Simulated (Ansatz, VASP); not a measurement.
**Two plane-wave programs on C**

POSCAR

```
C
1.0
    2.4470936931      0.0000000000      0.0000000000
   -1.2235468465      2.1192453036      0.0000000000
    0.0000000000      0.0000000000      8.2803246248
C
8
Direct
    0.0000000000      0.0000000000      0.0929334757
    0.0000000000      0.0000000000      0.5929334757
    0.0000000000      0.0000000000      0.4070665243
    0.0000000000      0.0000000000      0.9070665243
    0.3333333333      0.6666666667      0.1554962089
    0.6666666667      0.3333333333      0.6554962089
    0.3333333333      0.6666666667      0.3445037911
    0.6666666667      0.3333333333      0.8445037911
```

The input INCAR.step1:

```
PREC = Accurate
ENCUT = 520
ISMEAR = 0
SIGMA = 0.05
LREAL = F
LASPH = T
NELM = 100
NBANDS = 26
GGA = PE
ALGO = Normal
EDIFF = 1E-4
LWAVE = T
LCHARG = F
```

File INCAR.step2:

```
PREC = Accurate
ENCUT = 520
EDIFF = 1E-6
ISMEAR = 0
SIGMA = 0.05
LREAL = F
LASPH = T
NELM = 100
ALGO = Normal
ISIF = 2
LWAVE = F
LCHARG = T
METAGGA = R2SCAN
LMIXTAU = T
LELF = T
LVHAR = T
NBANDS = 26
ISTART = 1
```

Contents of KPOINTS:

```
Automatic mesh
0
Gamma
  12 12 4
```

Input for Ansatz:

```yaml
crystal:
  lattice:
    - [2.4470936931, 0.0, 0.0]
    - [-1.2235468465, 2.1192453036, 0.0]
    - [0.0, 0.0, 8.2803246248]
  atoms:
    - { symbol: C, position: [0.0, 0.0, 0.0929334757] }
    - { symbol: C, position: [0.0, 0.0, 0.5929334757] }
    - { symbol: C, position: [0.0, 0.0, 0.4070665243] }
    - { symbol: C, position: [0.0, 0.0, 0.9070665243] }
    - { symbol: C, position: [0.3333333333, 0.6666666667, 0.1554962089] }
    - { symbol: C, position: [0.6666666667, 0.3333333333, 0.6554962089] }
    - { symbol: C, position: [0.3333333333, 0.6666666667, 0.3445037911] }
    - { symbol: C, position: [0.6666666667, 0.3333333333, 0.8445037911] }
basis:
  ecutwfc: 500
kpoints:
  mp_grid: { grid: [12, 12, 4] }
hamiltonian:
  xc: r2scan
scf:
  occupations: { method: gaussian, width: 0.05 }
output:
  forces: true
  stress: true
  eigenvalues: true
  write_density: true
  write_potential: true
  elf: true
  volumetric_format: npy
```

Change from the starting cell: strain -0.025 along x and y, +0.000 along z, atoms carried along.

Alike in both runs: task single point; functional r2SCAN; k mesh 12 × 12 × 4; occupations gaussian, width 0.05 eV; no spin polarisation.

|  | VASP | Ansatz |
| --- | --- | --- |
| version | VASP 6.6.1 | Ansatz 0.2.0 |
| potentials or method | VASP PAW PBE potentials, release 64 (C), cutoff 520 eV | scalar-relativistic, plane waves, PAW |
| valence electrons in the cell | 32 | 32 |

Ansatz gave:

```
gap on the k mesh at the Fermi level (eV)                     : 5.16
least direct gap on the mesh (eV)                             : 5.22
pressure (GPa)                                                : 25.4
traceless stress, the component that is largest in VASP (GPa) : -23.51
rms of the force components (eV/Å)                            : 0.062
```

Task: Estimate VASP's values.

Result: gap on the k mesh at the Fermi level (eV): 5.13; least direct gap on the mesh (eV): 5.18; pressure (GPa): 26.8; traceless stress, the component that is largest in VASP (GPa): -23.69; rms of the force components (eV/Å): 0.071.

VASP's potentials were made for PBE, not for r2SCAN. Atom by atom the forces differ by 0.010 eV/Å (rms over components).
